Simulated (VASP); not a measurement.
Write the native input for VASP 6.6.1 that does the following.

```yaml
Task: single point
Functional: PBE
Potentials_or_basis: VASP PAW PBE potentials, release 64 (Ti_sv, B)
Cutoff: 500 eV
k_mesh: 8 × 8 × 8
Occupations: fermi-dirac, width 0.05 eV
Spin: no spin polarisation
Dipole_correction: no
Further_INCAR_settings: ALGO = Normal; EDIFF = 1e-06; NBANDS = 14
```

The structure of TiB lies in POSCAR:

```
TiB
1.0
    0.0000000000      2.2731738824      2.2731738824
    2.2731738824      0.0000000000      2.2731738824
    2.2731738824      2.2731738824      0.0000000000
Ti B
1 1
Direct
    0.0000000000      0.0000000000      0.0000000000
    0.5000000000      0.5000000000      0.5000000000
```

These files were run (other wordings do the same):

INCAR

```
SYSTEM = TiB
PREC = Accurate
ENCUT = 500
EDIFF = 1E-6
ISMEAR = -1
SIGMA = 0.05
LREAL = .FALSE.
LASPH = .TRUE.
NELM = 120
ALGO = Normal
ISIF = 2
LWAVE = .FALSE.
LCHARG = .FALSE.
GGA = PE
NBANDS = 14
GGA_COMPAT = .FALSE.
```

KPOINTS

```
regular mesh
0
G
  8 8 8
  0 0 0
```

Potentials or basis: VASP PAW PBE potentials, release 64 (Ti_sv, B).

The run is started by

```bash
$ cat potpaw_PBE.64/Ti_sv/POTCAR potpaw_PBE.64/B/POTCAR > POTCAR
$ mpirun -np 1 vasp_std > vasp.out
```

It gave:

```
Pressure : -1.7 GPa
```

Run time: 4.4 s on 1 thread of Intel(R) Xeon(R) 6975P-C (Granite Rapids), on a shared host, peak memory 0.13 GiB.
